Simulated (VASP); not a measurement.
Wanted: the native input for a VASP 6.6.1 run.

- Task: single point
- Functional: HF
- Potentials or basis: VASP PAW PBE potentials, release 64 (Cd, Te)
- Cutoff: 520 eV
- k mesh: 4 × 4 × 4
- Occupations: gaussian, width 0.01 eV
- Spin: no spin polarisation
- Dipole correction: no
- Grid for exact exchange (PRECFOCK): Normal
- Further INCAR settings: ALGO = Normal; EDIFF = 1e-06; NBANDS = 16
- Share of exact exchange: 1

Crystal: CdTe.

```
Cd Te
1.0
     0.00000    3.27990    3.27990
     3.27990    0.00000    3.27990
     3.27990    3.27990    0.00000
Cd Te
1 1
Cartesian
  0.0000 0.0000 0.0000
  1.6400 1.6400 1.6400
```

These files were run (other wordings do the same):

POSCAR

```
CdTe
1.0
    0.0000000000      3.2799012126      3.2799012126
    3.2799012126      0.0000000000      3.2799012126
    3.2799012126      3.2799012126      0.0000000000
Cd Te
1 1
Direct
    0.0000000000      0.0000000000      0.0000000000
    0.2500000000      0.2500000000      0.2500000000
```

INCAR.step1

```
ALGO = Normal
EDIFF = 1E-5
ENCUT = 520
GGA = PE
ISIF = 2
ISMEAR = 0
LASPH = True
LCHARG = False
LREAL = False
LWAVE = True
NBANDS = 16
NELM = 60
PREC = Accurate
SIGMA = 0.01
```

INCAR.step2

```
AEXX = 1.0
AGGAC = 0.0
ALDAC = 0.0
ALGO = Normal
EDIFF = 1E-6
ENCUT = 520
GGA = PE
ISIF = 2
ISMEAR = 0
ISTART = 1
LASPH = True
LCHARG = False
LHFCALC = True
LREAL = False
LWAVE = False
NBANDS = 16
NELM = 60
PREC = Accurate
PRECFOCK = Normal
SIGMA = 0.01
```

KPOINTS

```
k-points
0
Gamma
  4 4 4
```

Potentials or basis: VASP PAW PBE potentials, release 64 (Cd, Te).

Launch:

```sh
$ cat potpaw_PBE.64/Cd/POTCAR potpaw_PBE.64/Te/POTCAR > POTCAR
$ cp INCAR.step1 INCAR
$ mpirun -np 1 vasp_std > vasp.out
$ cp INCAR.step2 INCAR
$ mpirun -np 1 vasp_std > vasp.out
```

It gave:

- Pressure: 2.2 GPa
- Band gap on the k mesh: 6.64 eV

Caveat: the PAW data sets were made with another functional, which shifts forces and pressure a little; spin-orbit coupling is left out, which moves the levels of the heavy elements.

It took 38 min on 1 thread of Intel Xeon 8259CL, with other jobs on the host, peak memory 0.23 GiB.
